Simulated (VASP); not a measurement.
# Ti6H in VASP: a series of runs

Ti6H is run at these levels: PBE; tasks: single point.

Everything below comes from runs of VASP 6.6.1. Logs are shortened: lines on timing, memory, paths and dates and some standing lists are left out, and cuts for length are marked.

**1. The cell of the first run**

The cell holds a slab with vacuum, 7 atoms: a = 2.938 Å, b = 4.650 Å, c = 21.284 Å, α = 90.00°, β = 90.00°, γ = 90.00°.

**2. Single point, PBE**

The input, INCAR:

```
PREC = Accurate ; ENCUT = 520
EDIFF = 1E-7 ; ISMEAR = 0
SIGMA = 0.1 ; LREAL = F
LASPH = T ; NELM = 60
ALGO = Normal ; ISIF = 2
LWAVE = F ; LCHARG = F
LDIPOL = T ; IDIPOL = 3
DIPOL = 0.5 0.5 0.351 ; GGA = PE
NBANDS = 46
```

The input, KPOINTS:

```
Automatic mesh
0
Gamma
  9 6 1
```

The input, POSCAR:

```
Ti6H
1.0
    2.9381632085      0.0000000000      0.0000000000
    0.0000000000      4.6504654182      0.0000000000
    0.0000000000      0.0000000000     21.2842242132
Ti H
6 1
Direct
    0.0000000000      0.7500000000      0.1879326190
    0.5000000000      0.2500000000      0.2277825403
    0.5000000000      0.7500000000      0.3074823829
    0.0000000000      0.2500000000      0.3461291980
    0.0000000000      0.7962426989      0.4230534963
    0.5000000000      0.3500324538      0.4619499091
    1.0000000000      0.5833333333      0.5008603963
```

Potentials or basis: VASP PAW PBE potentials, release 64 (Ti_sv, H).

Launch:

```sh
$ cat potpaw_PBE.64/Ti_sv/POTCAR potpaw_PBE.64/H/POTCAR > POTCAR
$ mpirun -np 1 vasp_std > vasp.out
```

OUTCAR:

```text
PREC = Accurate
   ENCUT = 520
   EDIFF = 1E-7
   ISMEAR = 0
   LREAL = F
   LASPH = T
   NELM = 60
   ISIF = 2
   GGA = PE

 ion  position               nearest neighbor table
   1  0.000  0.750  0.188-   2 2.88   2 2.88   2 2.88   2 2.88
   2  0.500  0.250  0.228-   1 2.88   1 2.88   1 2.88   1 2.88   3 2.88   3 2.88   4 2.92   4 2.92

   3  0.500  0.750  0.307-   4 2.87   4 2.87   4 2.87   4 2.87   5 2.87   5 2.87   2 2.88   2 2.88

   4  0.000  0.250  0.346-   5 2.67   3 2.87   3 2.87   3 2.87   3 2.87   6 2.91   6 2.91   2 2.92
                             2 2.92
   5  0.000  0.796  0.423-   4 2.67   6 2.67   6 2.67   3 2.87   3 2.87
   6  0.500  0.350  0.462-   5 2.67   5 2.67   4 2.91   4 2.91
   7  0.000  0.583  0.501-

  LATTYP: Found a simple orthorhombic cell.
 ALAT       =     2.9381632085
 B/A-ratio  =     1.5827798145
 C/A-ratio  =     7.2440578357

  Lattice vectors:

 A1 = (   2.9381632085,   0.0000000000,   0.0000000000)
 A2 = (   0.0000000000,   4.6504654182,   0.0000000000)
 A3 = (   0.0000000000,   0.0000000000,  21.2842242132)

Analysis of symmetry for initial positions (statically):
=====================================================================
 Subroutine PRICEL returns:
 Original cell was already a primitive cell.

 Routine SETGRP: Setting up the symmetry group for a
 simple orthorhombic supercell.

 Subroutine GETGRP returns: Found  2 space group operations
 (whereof  2 operations were pure point group operations)
 out of a pool of  8 trial point group operations.

The static configuration has the point symmetry C_1h.

Analysis of symmetry for dynamics (positions and initial velocities):
=====================================================================
 Subroutine PRICEL returns:
 Original cell was already a primitive cell.

 Routine SETGRP: Setting up the symmetry group for a
 simple orthorhombic supercell.

 Subroutine GETGRP returns: Found  2 space group operations
 (whereof  2 operations were pure point group operations)
 out of a pool of  8 trial point group operations.

The dynamic configuration has the point symmetry C_1h.

 Subroutine INISYM returns: Found  2 space group operations
 (whereof  2 operations are pure point group operations),
 and found     1 'primitive' translations

----------------------------------------------------------------------------------------

                                     Primitive cell

  volume of cell :     290.8239

  direct lattice vectors                    reciprocal lattice vectors
     2.938163208  0.000000000  0.000000000     0.340348690  0.000000000  0.000000000
     0.000000000  4.650465418  0.000000000     0.000000000  0.215032241  0.000000000
     0.000000000  0.000000000 21.284224213     0.000000000  0.000000000  0.046983155

  length of vectors
     2.938163208  4.650465418 21.284224213     0.340348690  0.215032241  0.046983155

  position of ions in fractional coordinates (direct lattice)
     0.000000000  0.750000000  0.187932619
     0.500000000  0.250000000  0.227782540
     0.500000000  0.750000000  0.307482383
     0.000000000  0.250000000  0.346129198
     0.000000000  0.796242699  0.423053496
     0.500000000  0.350032454  0.461949909
     0.000000000  0.583333333  0.500860396

  ion indices of the primitive-cell ions
   primitive index   ion index
                 1           1
                 2           2
                 3           3
                 4           4
                 5           5
                 6           6
                 7           7

----------------------------------------------------------------------------------------

 KPOINTS: Automatic mesh

Automatic generation of k-mesh.
 Grid dimensions read from file:
 generate k-points for:    9    6    1

 Generating k-lattice:

  Cartesian coordinates                     Fractional coordinates (reciprocal lattice)
     0.037816521  0.000000000  0.000000000     0.111111111  0.000000000  0.000000000
     0.000000000  0.035838707  0.000000000     0.000000000  0.166666667  0.000000000
     0.000000000  0.000000000  0.046983155     0.000000000  0.000000000  1.000000000

  Length of vectors
     0.037816521  0.035838707  0.046983155

  Shift w.r.t. Gamma in fractional coordinates (k-lattice)
     0.000000000  0.000000000  0.000000000

 Subroutine IBZKPT returns following result:
 ===========================================

 Found     20 irreducible k-points:

 Following reciprocal coordinates:
            Coordinates               Weight
  0.000000  0.000000  0.000000      1.000000
  0.111111  0.000000  0.000000      2.000000
  0.222222  0.000000  0.000000      2.000000
  0.333333  0.000000  0.000000      2.000000
  0.444444  0.000000  0.000000      2.000000
  0.000000  0.166667  0.000000      2.000000
[... 12 lines left out ...]
  0.333333  0.500000  0.000000      2.000000
  0.444444  0.500000  0.000000      2.000000
   k-points           NKPTS =     20   k-points in BZ     NKDIM =     20   number of bands    NBANDS=     46
   number of dos      NEDOS =    301   number of ions     NIONS =      7
   total plane-waves  NPLWV = 138240
   dimension x,y,z NGX =    24 NGY =   36 NGZ =  160
   dimension x,y,z NGXF=    48 NGYF=   72 NGZF=  320
   ions per type =               6   1
   NGX,Y,Z   is equivalent  to a cutoff of  13.58, 12.87, 12.50 a.u.
   NGXF,Y,Z  is equivalent  to a cutoff of  27.16, 25.74, 24.99 a.u.
 SYSTEM =  unknown system
   PREC   = accura    normal or accurate (medium, high low for compatibility)
   ISTART =      0    job   : 0-new  1-cont  2-samecut
   ICHARG =      2    charge: 1-file 2-atom 10-const
   ISPIN  =      1    spin polarized calculation?
   LNONCOLLINEAR =      F non collinear calculations
   LSORBIT =      F    spin-orbit coupling
   LASPH  =      T    aspherical Exc in radial PAW
   ENCUT  =  520.0 eV  38.22 Ry    6.18 a.u.   5.46  8.65 39.57*2*pi/ulx,y,z
   NELM   =     60;   NELMIN=  2; NELMDL= -5     # of ELM steps
   EDIFF  = 0.1E-06   stopping-criterion for ELM
   LREAL  =      F    real-space projection
   EDIFFG = 0.1E-05   stopping-criterion for IOM
   NSW    =      0    number of steps for IOM
   IBRION =     -1    ionic relax: 0-MD 1-quasi-New 2-CG
   NFREE  =      0    steps in history (QN), initial steepest desc. (CG)
   ISIF   =      2    stress and relaxation
   ISYM   =      2    0-nonsym 1-usesym 2-fastsym
   POTIM  = 0.5000    time-step for ionic-motion
   TEBEG  =    0.0;   TEEND  =   0.0 temperature during run
   PSTRESS=    0.0 pullay stress
   NELECT =      73.0000    total number of electrons
   NUPDOWN=      -1.0000    fix difference up-down
   EMIN   =  10.00;   EMAX   =-10.00  energy-range for DOS
   EFERMI =   0.00;   METHOD = LEGACY
   ISMEAR =     0;   SIGMA  =   0.10  broadening in eV -4-tet -1-fermi 0-gaus
   EFERMI_NEDOS =   21; number of points for ismear=-14 and -15
   IALGO  =     38    algorithm
   IMIX   =      4    mixing-type and parameters
     AMIX     =   0.40;   BMIX     =  1.00
     AMIX_MAG =   1.60;   BMIX_MAG =  1.00
  volume/ion in A,a.u.               =      41.55       280.37
  Fermi-wavevector in a.u.,A,eV,Ry     =   1.032696  1.951512 14.510077  1.066461
  Thomas-Fermi vector in A             =   2.166906
   LORBIT       =      0    0 simple, 1 ext, 2 COOP (PROOUT), +10 PAW based schemes
   GGA     = PE    functional components
   LHFCALC =     F    Hartree Fock is set to
   AEXX    =    0.0000 exact exchange contribution
   IVDW    =     0    specifies the selected vdW correction
   LEPSILON=     F    determine dielectric tensor
   LRPA    =     F    only Hartree local field effects (RPA)
 non-spin polarized calculation
 Gauss-broadening in eV      SIGMA  =   0.10
  energy-cutoff  :      520.00
  volume of cell :      290.82
 maximum number of plane-waves:      7881
 NGX is ok and might be reduce to    24
   NGX = 11   NGY = 17   NGZ = 79

 dipolmoment           0.000000      0.000000     -0.023344 electrons x Angstroem

 number of electron      73.0000008 magnetization

 dipolmoment           0.000000      0.000000      0.002950 electrons x Angstroem

 Free energy of the ion-electron system (eV)
  ---------------------------------------------------
  ext. energy  EPLUGINS =         0.00000000
  ---------------------------------------------------
  free energy    TOTEN  =       -47.87269263 eV

  energy without entropy =      -47.81402467  energy(sigma->0) =      -47.84335865

 E-fermi :   0.7133     XC(G=0):  -5.1200

 val. band max:        0.7107924897   @ k =   0.2222   0.1667   0.0000
 cond. band min:       0.7244688380   @ k =   0.2222   0.0000   0.0000
 fundamental gap:      0.0136763483
 Fermi energy:         0.7132824912

 k-point     1 :       0.0000    0.0000    0.0000
  band No.  band energies     occupation
      1     -56.3456      2.00000
      2     -56.2593      2.00000
      3     -56.1081      2.00000
      4     -56.0546      2.00000
      5     -55.9784      2.00000
      6     -55.9427      2.00000
[... 38 lines left out ...]
     45       1.8561      0.00000
     46       1.9540      0.00000

 k-point     2 :       0.1111    0.0000    0.0000
  band No.  band energies     occupation
      1     -56.3405      2.00000
      2     -56.2532      2.00000
      3     -56.1026      2.00000
      4     -56.0504      2.00000
      5     -55.9777      2.00000
      6     -55.9394      2.00000
[... 38 lines left out ...]
     45       1.8879      0.00000
     46       2.0280      0.00000

 k-point     3 :       0.2222    0.0000    0.0000
  band No.  band energies     occupation
      1     -56.3274      2.00000
      2     -56.2377      2.00000
      3     -56.0882      2.00000
      4     -56.0394      2.00000
      5     -55.9770      2.00000
      6     -55.9311      2.00000
[... 822 lines left out ...]
     45       2.1231      0.00000
     46       2.2277      0.00000

 k-point    20 :       0.4444    0.5000    0.0000
  band No.  band energies     occupation
      1     -56.3024      2.00000
      2     -56.2077      2.00000
      3     -56.0453      2.00000
      4     -56.0252      2.00000
      5     -55.9749      2.00000
      6     -55.9262      2.00000
[... 38 lines left out ...]
     45       2.2264      0.00000
     46       2.3538      0.00000

------------------------ aborting loop because EDIFF is reached ----------------------------------------

 vacuum level on the upper side and lower side of the slab       (xc-potential included)        -0.119        -0.190

  FORCE on cell =-STRESS in cart. coord.  units (eV):
  Direction    XX          YY          ZZ          XY          YZ          ZX
  --------------------------------------------------------------------------------------
  -------------------------------------------------------------------------------------
  Total       -2.8167490     -1.8915519     -0.9551072      0.0000000     -1.3744721      0.0000000
  in kB      -15.5177434    -10.4207430     -5.2617780      0.0000000     -7.5721004      0.0000000
  external PRESSURE =     -10.4000881 kB  Pullay stress =       0.0000000 kB

 VOLUME and BASIS-vectors are now :
 -----------------------------------------------------------------------------
  energy-cutoff  :      520.00
  volume of cell :      290.82
      direct lattice vectors                 reciprocal lattice vectors
     2.938163208  0.000000000  0.000000000     0.340348690  0.000000000  0.000000000
     0.000000000  4.650465418  0.000000000     0.000000000  0.215032241  0.000000000
     0.000000000  0.000000000 21.284224213     0.000000000  0.000000000  0.046983155

 POSITION                                       TOTAL-FORCE (eV/Angst)
 -----------------------------------------------------------------------------------
      0.00000      3.48785      4.00000         0.000000      0.055581      0.290928
      1.46908      1.16262      4.84817         0.000000     -0.012207      0.103929
      1.46908      3.48785      6.54452         0.000000     -0.062906     -0.429571
      0.00000      1.16262      7.36709         0.000000      0.407323      0.056398
      0.00000      3.70290      9.00437         0.000000     -0.004167     -0.021503
      1.46908      1.62781      9.83225         0.000000      0.000584     -0.016683
      0.00000      2.71277     10.66042         0.000000     -0.384209      0.016501
 -----------------------------------------------------------------------------------
    total drift:                                0.000000     -0.000462      0.000165

  FREE ENERGIE OF THE ION-ELECTRON SYSTEM (eV)
  ---------------------------------------------------
  free  energy   TOTEN  =       -47.8726926285 eV

  energy  without entropy=      -47.8140246712  energy(sigma->0) =      -47.84335865

 vacuum level on the upper side and lower side of the slab         4.376         4.307
```

It took 18 min on 1 thread of Intel Xeon 8259CL, shared host; peak memory 0.46 GiB.

Results:

* Free energy: -47.8727 eV
* Largest force: 0.434 eV/Å
* Band gap on the k mesh: zero (an odd number of electrons rules out a gap without spin polarisation)

Forces on the atoms (eV/Å):
```
Ti   0.000  0.056  0.291
Ti   0.000 -0.012  0.104
Ti   0.000 -0.063 -0.430
Ti   0.000  0.407  0.056
Ti   0.000 -0.004 -0.022
Ti   0.000  0.001 -0.017
H    0.000 -0.384  0.017
```

**3. Single point, PBE**

The input, INCAR:

```
  PREC = Accurate
  ENCUT = 520
  EDIFF = 1E-6
  ISMEAR = 0
  SIGMA = 0.1
  LREAL = False
  LASPH = True
  NELM = 100
  ALGO = Normal
  ISIF = 2
  LWAVE = False
  LCHARG = False
  LDIPOL = True
  IDIPOL = 3
  DIPOL = 0.5 0.5 0.351
  GGA = PE
  NBANDS = 46
```

The input, KPOINTS:

```
regular mesh
0
Gamma
  9 6 1
```

POSCAR, as its differences from that of step 2:

```diff
@@ -12,4 +12,4 @@
     0.0000000000      0.2500000000      0.3461291980
-    0.0000000000      0.7962426989      0.4230534963
-    0.5000000000      0.3500324538      0.4619499091
-    1.0000000000      0.5833333333      0.5008603963
+   -0.3025796917      0.7500000000      0.4277105375
+    0.2245488458      0.2500000000      0.4704721825
+    1.1666666667      0.7500000000      0.4870549275
```

Potentials or basis: VASP PAW PBE potentials, release 64 (Ti_sv, H).

Launch:

```sh
$ cat potpaw_PBE.64/Ti_sv/POTCAR potpaw_PBE.64/H/POTCAR > POTCAR
$ mpirun -np 1 vasp_std > vasp.out
```

OUTCAR:

```text
PREC = Accurate
   ENCUT = 520
   EDIFF = 1E-6
   ISMEAR = 0
   LREAL = False
   LASPH = True
   NELM = 100
   ISIF = 2
   GGA = PE

 ion  position               nearest neighbor table
   1  0.000  0.750  0.188-   2 2.88   2 2.88   2 2.88   2 2.88
   2  0.500  0.250  0.228-   1 2.88   1 2.88   1 2.88   1 2.88   3 2.88   3 2.88   4 2.92   4 2.92

   3  0.500  0.750  0.307-   5 2.62   4 2.87   4 2.87   4 2.87   4 2.87   2 2.88   2 2.88
   4  0.000  0.250  0.346-   6 2.73   3 2.87   3 2.87   3 2.87   3 2.87   2 2.92   2 2.92
   5  0.697  0.750  0.428-   7 1.87   3 2.62   6 2.86   6 2.86
   6  0.225  0.250  0.470-   4 2.73   5 2.86   5 2.86
   7  0.167  0.750  0.487-   5 1.87

  LATTYP: Found a simple orthorhombic cell.
 ALAT       =     2.9381632085
[... 1191 lines left out ...]
  in kB      -21.5318826    -35.8845288     -3.8947528      0.0000000      0.0000000      9.4189927
  external PRESSURE =     -20.4370547 kB  Pullay stress =       0.0000000 kB

 VOLUME and BASIS-vectors are now :
 -----------------------------------------------------------------------------
  energy-cutoff  :      520.00
  volume of cell :      290.82
      direct lattice vectors                 reciprocal lattice vectors
     2.938163208  0.000000000  0.000000000     0.340348690  0.000000000  0.000000000
     0.000000000  4.650465418  0.000000000     0.000000000  0.215032241  0.000000000
     0.000000000  0.000000000 21.284224213     0.000000000  0.000000000  0.046983155

 POSITION                                       TOTAL-FORCE (eV/Angst)
 -----------------------------------------------------------------------------------
      0.00000      3.48785      4.00000         0.020674      0.000000      0.355293
      1.46908      1.16262      4.84817        -0.027659      0.000000      0.103869
      1.46908      3.48785      6.54452        -0.276609      0.000000     -0.951428
      0.00000      1.16262      7.36709        -0.211599      0.000000      0.485464
      2.04913      3.48785      9.10349         0.001297      0.000000      0.010292
      0.65976      1.16262     10.01364         0.005199      0.000000     -0.006449
      0.48969      3.48785     10.36659         0.488696      0.000000      0.002959
 -----------------------------------------------------------------------------------
    total drift:                               -0.000115      0.000000     -0.000700

  FREE ENERGIE OF THE ION-ELECTRON SYSTEM (eV)
  ---------------------------------------------------
  free  energy   TOTEN  =       -47.5746936653 eV

  energy  without entropy=      -47.5178551822  energy(sigma->0) =      -47.54627442

 vacuum level on the upper side and lower side of the slab         4.084         4.424
```

stdout:

```text
POSCAR found type information on POSCAR TiH
 POSCAR found :  2 types and       7 ions
 scaLAPACK will be used
 LDA part: xc-table for (Slater+PW92), standard interpolation
 POSCAR, INCAR and KPOINTS ok, starting setup
 FFT: planning ... GRIDC
 FFT: planning ... GRID_SOFT
 FFT: planning ... GRID
 WAVECAR not read
 entering main loop
```

It took 18 min on 1 thread of Intel Xeon 8259CL, shared host; peak memory 0.46 GiB.

What came out:

| Item | Value |
| --- | --- |
| Free energy | -47.5747 eV |
| Largest force | 0.991 eV/Å |
| Band gap on the k mesh | zero (an odd number of electrons rules out a gap without spin polarisation) |

Forces on the atoms (eV/Å):
```
Ti   0.021  0.000  0.355
Ti  -0.028  0.000  0.104
Ti  -0.277  0.000 -0.951
Ti  -0.212  0.000  0.485
Ti   0.001  0.000  0.010
Ti   0.005  0.000 -0.006
H    0.489  0.000  0.003
```
